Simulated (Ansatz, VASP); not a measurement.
# Ca: VASP beside Ansatz

Contents of INCAR:

```
SYSTEM = Ca
PREC = Accurate
ENCUT = 520
EDIFF = 1E-6
ISMEAR = 0
SIGMA = 0.15
LREAL = .False.
LASPH = .True.
NELM = 60
ALGO = Normal
ISIF = 2
LWAVE = .False.
LCHARG = .False.
GGA = PS
NBANDS = 11
```

The input KPOINTS:

```
Automatic mesh
0
Gamma
  14 14 14
  0 0 0
```

File POSCAR:

```
Ca
1.0
    0.0000000000      2.7942000000      2.7103740000
    2.7942000000      0.0000000000      2.7103740000
    2.7942000000      2.7942000000      0.0000000000
Ca
1
Direct
    0.0000000000      0.0000000000      0.0000000000
```

Input for Ansatz:

```yaml
crystal:
  lattice:
    - [0.0, 2.7942, 2.710374]
    - [2.7942, 0.0, 2.710374]
    - [2.7942, 2.7942, 0.0]
  atoms:
    - { symbol: Ca, position: [0.0, 0.0, 0.0] }
basis:
  ecutwfc: 420
kpoints:
  mp_grid: { grid: [14, 14, 14] }
hamiltonian:
  xc: pbesol
scf:
  occupations: { method: gaussian, width: 0.15 }
output:
  forces: true
  stress: true
  eigenvalues: true
```

Change from the starting cell: strain +0.000 along x and y, -0.030 along z, atoms carried along.

Alike in both runs: task single point; functional PBEsol; k mesh 14 × 14 × 14; occupations gaussian, width 0.15 eV; no spin polarisation.

|  | VASP | Ansatz |
| --- | --- | --- |
| version | VASP 6.6.1 | Ansatz 0.2.0 |
| potentials or method | VASP PAW PBE potentials, release 64 (Ca_sv), cutoff 520 eV | scalar-relativistic, plane waves, PAW |
| valence electrons in the cell | 10 | 10 |

```csv
,VASP,Ansatz,Ansatz less VASP
gap on the k mesh at the Fermi level (eV),none,none,-
pressure (GPa),-0.7,-0.7,+0.01
"traceless stress, the component that is largest in VASP (GPa)",0.13,0.13,0.000
```

VASP's potentials were made for PBE, not for PBEsol. A gap of «none» marks a metal or a gap that the smearing closes.
